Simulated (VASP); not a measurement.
# HfO2 (Fm-3m) in VASP: further runs

The runs below take HfO2 through single point, with r2SCAN.

All numbers are computed with VASP 6.6.1; they aren't measurements. Logs are shortened: lines on timing, memory, paths and dates and some standing lists are left out, and cuts for length are marked.

### Step 1. The cell of the first run

It takes space group Fm-3m (No. 225, cubic). The conventional cell has a = 5.115 Å, b = 5.115 Å, c = 5.115 Å, α = 90.00°, β = 90.00°, γ = 90.00°. Hf (site symmetry m-3m) has 8 O at 2.21 Å within 2.9 Å. O (site symmetry -43m) has 4 Hf at 2.21 Å and 6 O at 2.56 Å within 2.9 Å.

### Step 2. Single point, r2SCAN

File POSCAR:

```
HfO2
1.0
    0.0000000000      2.5575000000      2.5575000000
    2.5575000000      0.0000000000      2.5575000000
    2.5575000000      2.5575000000      0.0000000000
Hf O
1 2
Direct
    0.0000000000      0.0000000000      0.0000000000
    0.2500000000      0.2500000000      0.2500000000
    0.7500000000      0.7500000000      0.7500000000
```

File INCAR.step1:

```
PREC = Accurate
ENCUT = 520
ISMEAR = 0
SIGMA = 0.05
LREAL = F
LASPH = T
NELM = 60
NBANDS = 18
GGA = PE
ALGO = Normal
EDIFF = 1E-4
LWAVE = T
LCHARG = F
```

File INCAR.step2:

```
PREC = Accurate
ENCUT = 520
EDIFF = 1E-6
ISMEAR = 0
SIGMA = 0.05
LREAL = F
LASPH = T
NELM = 60
ALGO = Normal
ISIF = 2
LWAVE = F
LCHARG = F
METAGGA = R2SCAN
LMIXTAU = T
NBANDS = 18
ISTART = 1
```

File KPOINTS:

```
regular mesh
0
Gamma
  8 8 8
```

Potentials or basis: VASP PAW PBE potentials, release 64 (Hf_pv, O).

On the command line:

```sh
> cat potpaw_PBE.64/Hf_pv/POTCAR potpaw_PBE.64/O/POTCAR > POTCAR
> cp INCAR.step1 INCAR
> mpirun -np 1 vasp_std > vasp.out
> cp INCAR.step2 INCAR
> mpirun -np 1 vasp_std > vasp.out
```

OUTCAR:

```text
PREC = Accurate
   ENCUT = 520
   EDIFF = 1E-6
   ISMEAR = 0
   LREAL = F
   LASPH = T
   NELM = 60
   ISIF = 2
   METAGGA = R2SCAN
   ISTART = 1

 ion  position               nearest neighbor table
   1  0.000  0.000  0.000-   3 2.21   3 2.21   3 2.21   2 2.21   3 2.21   2 2.21   2 2.21   2 2.21

   2  0.250  0.250  0.250-   1 2.21   1 2.21   1 2.21   1 2.21
   3  0.750  0.750  0.750-   1 2.21   1 2.21   1 2.21   1 2.21

  LATTYP: Found a face centered cubic cell.
 ALAT       =     5.1150000000

  Lattice vectors:

 A1 = (   0.0000000000,   2.5575000000,   2.5575000000)
 A2 = (   2.5575000000,   0.0000000000,   2.5575000000)
 A3 = (   2.5575000000,   2.5575000000,   0.0000000000)

Analysis of symmetry for initial positions (statically):
=====================================================================
 Subroutine PRICEL returns:
 Original cell was already a primitive cell.

 Routine SETGRP: Setting up the symmetry group for a
 face centered cubic supercell.

 Subroutine GETGRP returns: Found 48 space group operations
 (whereof 48 operations were pure point group operations)
 out of a pool of 48 trial point group operations.

The static configuration has the point symmetry O_h .

Analysis of symmetry for dynamics (positions and initial velocities):
=====================================================================
 Subroutine PRICEL returns:
 Original cell was already a primitive cell.

 Routine SETGRP: Setting up the symmetry group for a
 face centered cubic supercell.

 Subroutine GETGRP returns: Found 48 space group operations
 (whereof 48 operations were pure point group operations)
 out of a pool of 48 trial point group operations.

The dynamic configuration has the point symmetry O_h .

 Subroutine INISYM returns: Found 48 space group operations
 (whereof 48 operations are pure point group operations),
 and found     1 'primitive' translations

----------------------------------------------------------------------------------------

                                     Primitive cell

  volume of cell :      33.4562

  direct lattice vectors                    reciprocal lattice vectors
     0.000000000  2.557500000  2.557500000    -0.195503421  0.195503421  0.195503421
     2.557500000  0.000000000  2.557500000     0.195503421 -0.195503421  0.195503421
     2.557500000  2.557500000  0.000000000     0.195503421  0.195503421 -0.195503421

[... 78 lines left out ...]
   ICHARG =      0    charge: 1-file 2-atom 10-const
   ISPIN  =      1    spin polarized calculation?
   LNONCOLLINEAR =      F non collinear calculations
   LSORBIT =      F    spin-orbit coupling
   LASPH  =      T    aspherical Exc in radial PAW
   ENCUT  =  520.0 eV  38.22 Ry    6.18 a.u.   6.72  6.72  6.72*2*pi/ulx,y,z
   NELM   =     60;   NELMIN=  2; NELMDL=  0     # of ELM steps
   EDIFF  = 0.1E-05   stopping-criterion for ELM
   LREAL  =      F    real-space projection
   EDIFFG = 0.1E-04   stopping-criterion for IOM
   NSW    =      0    number of steps for IOM
   IBRION =     -1    ionic relax: 0-MD 1-quasi-New 2-CG
   NFREE  =      0    steps in history (QN), initial steepest desc. (CG)
   ISIF   =      2    stress and relaxation
   ISYM   =      2    0-nonsym 1-usesym 2-fastsym
   POTIM  = 0.5000    time-step for ionic-motion
   TEBEG  =    0.0;   TEEND  =   0.0 temperature during run
   PSTRESS=    0.0 pullay stress
   NELECT =      22.0000    total number of electrons
   NUPDOWN=      -1.0000    fix difference up-down
   EMIN   =  10.00;   EMAX   =-10.00  energy-range for DOS
   EFERMI =   0.00;   METHOD = LEGACY
   ISMEAR =     0;   SIGMA  =   0.05  broadening in eV -4-tet -1-fermi 0-gaus
   EFERMI_NEDOS =   21; number of points for ismear=-14 and -15
   IALGO  =     38    algorithm
   IMIX   =      4    mixing-type and parameters
     AMIX     =   0.40;   BMIX     =  1.00
     AMIX_MAG =   1.60;   BMIX_MAG =  1.00
  volume/ion in A,a.u.               =      11.15        75.26
  Fermi-wavevector in a.u.,A,eV,Ry     =   1.423607  2.690227 27.574337  2.026657
  Thomas-Fermi vector in A             =   2.544186
   LORBIT       =      0    0 simple, 1 ext, 2 COOP (PROOUT), +10 PAW based schemes
   METAGGA = R2SCAN    functional components
   LHFCALC =     F    Hartree Fock is set to
   AEXX    =    0.0000 exact exchange contribution
   IVDW    =     0    specifies the selected vdW correction
   LEPSILON=     F    determine dielectric tensor
   LRPA    =     F    only Hartree local field effects (RPA)
 non-spin polarized calculation
 Gauss-broadening in eV      SIGMA  =   0.05
  energy-cutoff  :      520.00
  volume of cell :       33.46
 maximum number of plane-waves:       934
   NGX = 13   NGY = 13   NGZ = 13

 number of electron      21.9999993 magnetization

 Free energy of the ion-electron system (eV)
  ---------------------------------------------------
  ext. energy  EPLUGINS =         0.00000000
  ---------------------------------------------------
  free energy    TOTEN  =       -68.49373498 eV

  energy without entropy =      -68.49373498  energy(sigma->0) =      -68.49373498

 E-fermi :   4.0226     XC(G=0): -12.4245

 val. band max:        3.6886963592   @ k =   0.5000   0.5000   0.0000
 cond. band min:       7.9033500379   @ k =   0.5000   0.5000   0.0000
 fundamental gap:      4.2146536786
 Fermi energy:         4.0225739013

 k-point     1 :       0.0000    0.0000    0.0000
  band No.  band energies     occupation
      1     -27.1039      2.00000
      2     -27.1039      2.00000
      3     -27.1039      2.00000
      4     -15.8756      2.00000
      5     -13.0032      2.00000
      6      -1.5878      2.00000
[... 481 lines left out ...]
      5     -13.8777      2.00000
      6      -1.0920      2.00000
[... 10 lines left out ...]
     17      15.0720      0.00000
     18      16.1625      0.00000

 [... further k-points ...]
[... 5 lines left out ...]
  --------------------------------------------------------------------------------------
  -------------------------------------------------------------------------------------
  Total       -2.5228122     -2.5228122     -2.5228122      0.0000000     -0.0000000     -0.0000000
  in kB     -120.8143656   -120.8143656   -120.8143656      0.0000000     -0.0000000     -0.0000000
  external PRESSURE =    -120.8143656 kB  Pullay stress =       0.0000000 kB

 VOLUME and BASIS-vectors are now :
 -----------------------------------------------------------------------------
  energy-cutoff  :      520.00
  volume of cell :       33.46
      direct lattice vectors                 reciprocal lattice vectors
     0.000000000  2.557500000  2.557500000    -0.195503421  0.195503421  0.195503421
     2.557500000  0.000000000  2.557500000     0.195503421 -0.195503421  0.195503421
     2.557500000  2.557500000  0.000000000     0.195503421  0.195503421 -0.195503421

 POSITION                                       TOTAL-FORCE (eV/Angst)
 -----------------------------------------------------------------------------------
      0.00000      0.00000      0.00000         0.000000      0.000000      0.000000
      1.27875      1.27875      1.27875        -0.000000      0.000000     -0.000000
      3.83625      3.83625      3.83625         0.000000     -0.000000      0.000000
 -----------------------------------------------------------------------------------
    total drift:                                0.000000      0.000000      0.000000

  FREE ENERGIE OF THE ION-ELECTRON SYSTEM (eV)
  ---------------------------------------------------
  free  energy   TOTEN  =       -68.4937349847 eV

  energy  without entropy=      -68.4937349847  energy(sigma->0) =      -68.49373498
```

It took 86 s on 1 thread of Intel Xeon Platinum 8259CL at 2.50GHz (Skylake/Cascade Lake), shared host; peak memory 0.17 GiB.

Results:

```
Free energy            : -68.4937 eV
Pressure               : -12.1 GPa
Band gap on the k mesh : 4.21 eV, direct
```

Caveat: the PAW data sets were made with another functional, which shifts forces and pressure a little; spin-orbit coupling is left out, which moves the levels of the heavy elements.

### Step 3. Single point, r2SCAN

This run uses another cell than the first one: it holds 12 atoms, not 3.

File POSCAR:

```
HfO2
1.0
    5.1150000000      0.0000000000      0.0000000000
    0.0000000000     -5.1150000000      0.0000000000
    0.0000000000      0.0000000000     -5.1150000000
Hf O
4 8
Direct
    0.0000000000      0.5000000000      0.5000000000
    0.5000000000      0.0000000000      0.5000000000
    0.5000000000      0.5000000000      0.0000000000
    0.0000000000      0.0000000000      0.0000000000
    0.2500000000      0.2500000000      0.2500000000
    0.7500000000      0.7500000000      0.2500000000
    0.7500000000      0.2500000000      0.7500000000
    0.2500000000      0.7500000000      0.7500000000
    0.7500000000      0.7500000000      0.7500000000
    0.2500000000      0.2500000000      0.7500000000
    0.2500000000      0.7500000000      0.2500000000
    0.7500000000      0.2500000000      0.2500000000
```

File INCAR.step1:

```
PREC = Accurate ; ENCUT = 520
ISMEAR = 0 ; SIGMA = 0.05
LREAL = F ; LASPH = T
NELM = 60 ; NBANDS = 56
GGA = PE ; ALGO = Normal
EDIFF = 1E-4 ; LWAVE = T
LCHARG = F
```

File INCAR.step2:

```
PREC = Accurate ; ENCUT = 520
EDIFF = 1E-7 ; ISMEAR = 0
SIGMA = 0.05 ; LREAL = F
LASPH = T ; NELM = 60
ALGO = Normal ; ISIF = 2
LWAVE = F ; LCHARG = F
METAGGA = R2SCAN ; LMIXTAU = T
NBANDS = 56 ; ISTART = 1
```

File KPOINTS:

```
regular mesh
0
Gamma
  6 6 6
```

Potentials or basis: VASP PAW PBE potentials, release 64 (Hf_pv, O).

On the command line:

```sh
> cat potpaw_PBE.64/Hf_pv/POTCAR potpaw_PBE.64/O/POTCAR > POTCAR
> cp INCAR.step1 INCAR
> mpirun -np 1 vasp_std > vasp.out
> cp INCAR.step2 INCAR
> mpirun -np 1 vasp_std > vasp.out
```

Wall time 10 min (1 thread of Intel Xeon Platinum 8375C at 2.90GHz (Ice Lake), shared host); peak memory 0.32 GiB.

It converged, with:

```yaml
Free_energy: -273.9743 eV
Pressure: -12.1 GPa
Band_gap_on_the_k_mesh: 4.21 eV
```

Levels at points of the mesh, in eV from the valence-band top:
```tsv
k point	band 40	band 41	band 42	band 43	band 44	band 45	band 46	band 47	band 48	band 49
(0.00, 0.00, 0.00)	-0.62	-0.62	0.00	0.00	0.00	4.21	4.21	4.21	4.33	4.33
(0.50, 0.00, 0.00)	-0.70	-0.70	-0.70	-0.21	-0.21	4.88	4.88	5.01	5.01	5.17
(0.50, 0.50, 0.00)	-2.10	-0.72	-0.72	-0.72	-0.72	4.71	4.71	4.71	4.71	5.60
(0.50, 0.50, 0.50)	-1.86	-1.86	-1.86	-1.86	-1.86	4.99	4.99	4.99	4.99	4.99
```

Caveat: the PAW data sets were made with another functional, which shifts forces and pressure a little; spin-orbit coupling is left out, which moves the levels of the heavy elements. r2SCAN opens gaps a little over a GGA but as a rule still falls short of measured ones.
